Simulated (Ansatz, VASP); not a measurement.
# One calculation of InSb, two programs

```
In Sb
1.0
     4.22662    0.00000    0.00000
    -2.11331    3.66036    0.00000
     0.00000    0.00000    7.37095
In Sb
2 2
Direct
  0.00000 0.00000 0.00000
  0.00000 0.00000 0.50000
  0.33333 0.66667 0.25000
  0.66667 0.33333 0.75000
```

Alike in both runs: task single point; functional PBE; k mesh 6 × 6 × 2; occupations fermi-dirac, width 0.02 eV; no spin polarisation.

|  | VASP | Ansatz |
| --- | --- | --- |
| version | VASP 6.6.1 | Ansatz 0.2.0 |
| potentials or method | VASP PAW PBE potentials, release 64 (In_d, Sb) | plane waves, PAW |
| plane-wave cutoff (eV) | 520 | 420 |
| valence electrons in the cell | 36 | 56 |

|  | VASP | Ansatz | Ansatz less VASP |
| --- | --- | --- | --- |
| pressure (GPa) | 1.2 | 1.3 | +0.03 |
| traceless stress, the component that is largest in VASP (GPa) | 0.48 | 0.47 | -0.007 |

With one functional, cell and mesh, what is left measures potentials, basis and numerics. VASP's potentials hold 36 valence electrons a cell and Ansatz's 56, so a difference there can come from the potentials and not from the codes.

The k mesh is coarse, so the values compare programs but aren't converged. Spin-orbit coupling is off throughout.
